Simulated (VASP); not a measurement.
Write the native input for VASP 6.6.1 that does the following.

```
Task                   : single point
Functional             : PBE
Potentials or basis    : VASP PAW PBE potentials, release 64 (Zn, O)
Cutoff                 : 600 eV
k mesh                 : 12 × 12 × 8
Occupations            : gaussian, width 0.05 eV
Spin                   : no spin polarisation
Dipole correction      : no
Further INCAR settings : ALGO = Normal; EDIFF = 1e-06; NBANDS = 26
```

The structure of ZnO lies in POSCAR:

```
ZnO
1.0
    3.3225955800      0.0000000000      0.0000000000
   -1.6612977900      2.8774521788      0.0000000000
    0.0000000000      0.0000000000      5.3631165736
Zn O
2 2
Direct
    0.3333333333      0.6666666667      0.0015089686
    0.6666666667      0.3333333333      0.5015089686
    0.3333333333      0.6666666667      0.3805910314
    0.6666666667      0.3333333333      0.8805910314
```

These files were run (other wordings do the same):

INCAR

```
SYSTEM = ZnO
PREC = Accurate
ENCUT = 600
EDIFF = 1E-6
ISMEAR = 0
SIGMA = 0.05
LREAL = .FALSE.
LASPH = .TRUE.
NELM = 120
ALGO = Normal
ISIF = 2
LWAVE = .FALSE.
LCHARG = .FALSE.
GGA = PE
NBANDS = 26
GGA_COMPAT = .FALSE.
```

KPOINTS

```
regular mesh
0
G
  12 12 8
  0 0 0
```

Potentials or basis: VASP PAW PBE potentials, release 64 (Zn, O).

Run with:

```sh
$ cat potpaw_PBE.64/Zn/POTCAR potpaw_PBE.64/O/POTCAR > POTCAR
$ mpirun -np 1 vasp_std > vasp.out
```

Results of the run:

- Pressure: -4.0 GPa
- Band gap on the k mesh: 0.67 eV

Caveat: the cell stands under tension.

Run time: 4.2 min on 1 thread of Intel Xeon 8259CL, on a shared host, peak memory 0.27 GiB.
